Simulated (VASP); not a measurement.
Set up this calculation in VASP 6.6.1, as the native input.

- Task: single point
- Functional: PBE
- Dispersion: D3(BJ)
- Potentials or basis: VASP PAW PBE potentials, release 64 (Zr_sv, C)
- Cutoff: 520 eV
- k mesh: 3 × 2 × 3
- Occupations: fermi-dirac, width 0.1 eV
- Spin: no spin polarisation
- Dipole correction: no
- Further INCAR settings: ALGO = Normal; EDIFF = 1e-07; NBANDS = 86

The structure of Zr12C (a cell with a defect) lies in POSCAR:

```
Zr12C
1.0
    6.4600000000      0.0000000000      0.0000000000
   -4.8450000000      8.3917860000      0.0000000000
    0.0000000000      0.0000000000      5.1453900000
Zr C
12 1
Direct
   -0.0758207082     -0.0509188390      0.0957556181
    0.1760781424      0.2315716821      0.4812074498
   -0.0015543246      0.3093620357     -0.0218836667
    0.1862527531      0.5483576440      0.4907888421
   -0.0059912209      0.6556649562     -0.0491119235
    0.1922768888      0.9143464812      0.5273069680
    0.5098262737      0.0055887984      0.0269172988
    0.6438387699      0.2141379678      0.4890591384
    0.5050328333      0.3391769047     -0.0095230877
    0.6969530203      0.5764327165      0.4745995930
    0.4665780485      0.6538894104     -0.0376647834
    0.6738760098      0.8959832865      0.5618816066
    0.3947402666      0.4621304690      0.7346770604
```

One way to write it, as run:

INCAR

```
SYSTEM = Zr12C
ALGO = Normal
EDIFF = 1E-7
ENCUT = 520
GGA = PE
ISIF = 2
ISMEAR = -1
IVDW = 12
LASPH = .True.
LCHARG = .False.
LREAL = .False.
LWAVE = .False.
NBANDS = 86
NELM = 80
PREC = Accurate
SIGMA = 0.1
```

KPOINTS

```
k-points
0
Gamma
  3 2 3
  0 0 0
```

Potentials or basis: VASP PAW PBE potentials, release 64 (Zr_sv, C).

Run with:

```console
$ cat potpaw_PBE.64/Zr_sv/POTCAR potpaw_PBE.64/C/POTCAR > POTCAR
$ mpirun -np 1 vasp_std > vasp.out
```

It gave:

| Item | Value |
| --- | --- |
| Pressure | 1.8 GPa |
| Largest force | 3.505 eV/Å |
| Band gap on the k mesh | zero (bands 74 and 75 overlap by 0.08 eV) |
| Dispersion energy per atom | -0.514 eV |

Caveat: the k points lie up to 0.41 Å⁻¹ apart; the atoms stand as in a frame of molecular dynamics.

Run time: 7.4 min on 1 thread of Oxide Virtual Turin-like Processor, with other jobs on the host, peak memory 0.41 GiB.
